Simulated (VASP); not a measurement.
## TiMoSe4: single point with PBE

TiMoSe4:

```xyz
6
Lattice="3.4111 0.0000 0.0000 -1.7055 2.9541 0.0000 0.0000 0.0000 14.3620" Properties=species:S:1:pos:R:3 pbc="T T T"
Ti    1.7055    0.9847    7.1810
Mo    1.7055    0.9847    0.0000
Se    0.0000    1.9694    8.8093
Se    0.0000    0.0000   12.7236
Se    0.0000    0.0000    1.6383
Se    0.0000    1.9694    5.5527
```

```
Program             : VASP 6.6.1
Task                : single point
Functional          : PBE
Potentials or basis : VASP PAW PBE potentials, release 64 (Ti_sv, Mo_sv, Se)
Cutoff              : 520 eV
k mesh              : 4 × 4 × 1
Occupations         : gaussian, width 0.15 eV
Spin                : collinear spin, ferromagnetic start
Starting moments    : [1.0, 1.0, 0.0, 0.0, 0.0, 0.0] μB
```

- Pressure: 0.2 GPa
- Largest force: 0.060 eV/Å
- Band gap on the k mesh: 0.27 eV, indirect (least direct gap 0.74 eV)
- Net moment: 0.00 μB per cell
- Valence electrons inside the program's atomic spheres: Ti 10.22; Mo 12.31; Se 3.88, 3.84

Forces in eV/Å, atoms in the order of the input:
```
Ti   0.000  0.000  0.000
Mo   0.000  0.000  0.000
Se   0.000  0.000  0.060
Se   0.000  0.000 -0.011
Se   0.000  0.000  0.011
Se   0.000  0.000 -0.060
```

Stress tensor (GPa, compression positive):
```
0.13 0.00 0.00
0.00 0.13 0.00
0.00 0.00 0.47
```

Levels at points of the mesh, in eV from the valence-band top:
Spin up:
```
           k point  band 21  band 22  band 23  band 24  band 25  band 26  band 27  band 28  band 29  band 30
(0.00, 0.00, 0.00)    -1.04    -0.65    -0.17    -0.17     0.00     1.19     2.62     2.62     2.90     2.90
(0.50, 0.00, 0.00)    -1.61    -0.90    -0.84    -0.61    -0.47     0.27     1.61     2.04     2.21     2.56
```
Spin down:
| k point | band 21 | band 22 | band 23 | band 24 | band 25 | band 26 | band 27 | band 28 | band 29 | band 30 |
| --- | --- | --- | --- | --- | --- | --- | --- | --- | --- | --- |
| (0.00, 0.00, 0.00) | -1.04 | -0.65 | -0.17 | -0.17 | 0.00 | 1.19 | 2.62 | 2.62 | 2.90 | 2.90 |
| (0.50, 0.00, 0.00) | -1.61 | -0.90 | -0.84 | -0.61 | -0.47 | 0.27 | 1.61 | 2.04 | 2.21 | 2.56 |

Wall time 54 s on 1 thread of AMD EPYC 9R45 96-Core Processor (Zen 5), on a shared host, peak memory 0.32 GiB.

Caveat: the k points lie up to 0.53 Å⁻¹ apart; this functional lacks dispersion, which binds the layers, so the pressure and a relaxed spacing across them are unreliable. A k mesh can miss the band edges.
